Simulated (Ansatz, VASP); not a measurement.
# Two plane-wave programs on GaSb3

```
Ga Sb
1.0
     0.00000    3.64667    3.51284
     3.64667    0.00000    3.51284
     3.64667    3.64667    0.00000
Ga Sb
1 3
Direct
  0.00000 0.00000 0.00000
  0.25000 0.25000 0.25000
  0.75000 0.75000 0.75000
  0.50000 0.50000 0.50000
```

Change from the starting cell: engineering shear strain xz +0.0000, normal strain along z -0.0367.

Alike in both runs: task single point; functional PBEsol; k mesh 10 × 10 × 10; occupations gaussian, width 0.15 eV; no spin polarisation.

|  | VASP | Ansatz |
| --- | --- | --- |
| version | VASP 6.6.1 | Ansatz 0.2.0 |
| potentials or method | VASP PAW PBE potentials, release 64 (Ga_d, Sb), cutoff 520 eV | scalar-relativistic, plane waves, PAW |
| valence electrons in the cell | 28 | 58 |

|  | VASP | Ansatz | Ansatz less VASP |
| --- | --- | --- | --- |
| gap on the k mesh at the Fermi level (eV) | none | none | - |
| pressure (GPa) | 2.8 | 2.7 | -0.04 |
| traceless stress, the component that is largest in VASP (GPa) | 0.88 | 0.87 | -0.008 |

VASP's potentials were made for PBE, not for PBEsol, and Ansatz warns of the same on its side. A gap of «none» marks a metal or a gap that the smearing closes. VASP's potentials hold 28 valence electrons a cell and Ansatz's 58, so a difference there can come from the potentials and not from the codes.

Spin-orbit coupling is off throughout.
